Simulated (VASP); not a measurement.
BeTeS4:

```
CELL_PARAMETERS angstrom
3.31495 0.00000 0.00000
-1.65747 2.87083 0.00000
0.00000 0.00000 13.13781
ATOMIC_POSITIONS crystal
Be 0.00000 0.00000 0.50000
Te 0.66667 0.33333 0.00000
S 0.66667 0.33333 0.62764
S 0.00000 0.00000 0.87715
S 0.00000 0.00000 0.12285
S 0.66667 0.33333 0.37236
```

The cell was built from a structure type or drawn by symmetry, and may not be a known phase.

| Quantity | Value |
| --- | --- |
| Program | VASP 6.6.1 |
| Task | relaxation of cell and atoms |
| Functional | PBE |
| Potentials or basis | VASP PAW PBE potentials, release 64 (Be, Te, S) |
| Cutoff | 600 eV |
| k mesh | 4 × 4 × 1 |
| Occupations | gaussian, width 0.15 eV |
| Spin | no spin polarisation |

At the start: pressure 6.7 GPa; volume 20.84 Å³/atom.

Question: Where does the relaxation end?

Answer: Over 13 steps the energy falls by 498.8 meV/atom and the volume is 22.31 Å³/atom (+7.0 %); space group P-6m2 (No. 187, to 0.1 Å) before and after.

The path:
```
step  energy change (eV)  largest force (eV/Å)  pressure (GPa)  volume (Å³)
   1              0.0000                2.5693            6.69       125.03
   2             -0.6116                1.9660           -4.12       141.45
   3             -0.6262                1.9470           -2.96       138.98
   4             -1.2827                2.2416           -2.81       137.94
   5             -2.7224                3.3278            2.00       133.69
   6             -2.1665                2.7666           -2.43       136.42
   7             -2.8743                1.5869           -1.42       135.13
   8             -2.9909                0.1108           -0.22       134.43
   9             -2.9906                0.2206           -0.46       134.54
  10             -2.9880                0.2166            0.51       132.87
  11             -2.9915                0.2197           -0.14       133.98
  12             -2.9899                0.2764            0.41       133.63
  13             -2.9929                0.0228            0.08       133.83
```

Final structure:
```xyz
6
Lattice="3.5895 0.0000 0.0000 -1.7948 3.1086 0.0000 0.0000 0.0000 11.9938" Properties=species:S:1:pos:R:3 pbc="T T T"
Be    0.0000    0.0000    5.9969
Te    1.7948    1.0362    0.0000
S     1.7948    1.0362    7.0876
S     0.0000    0.0000   10.2767
S     0.0000    0.0000    1.7172
S     1.7948    1.0362    4.9062
```

Caveat: the k points lie up to 0.52 Å⁻¹ apart in the final cell; this functional lacks dispersion, which binds the layers, so the pressure and a relaxed spacing across them are unreliable.
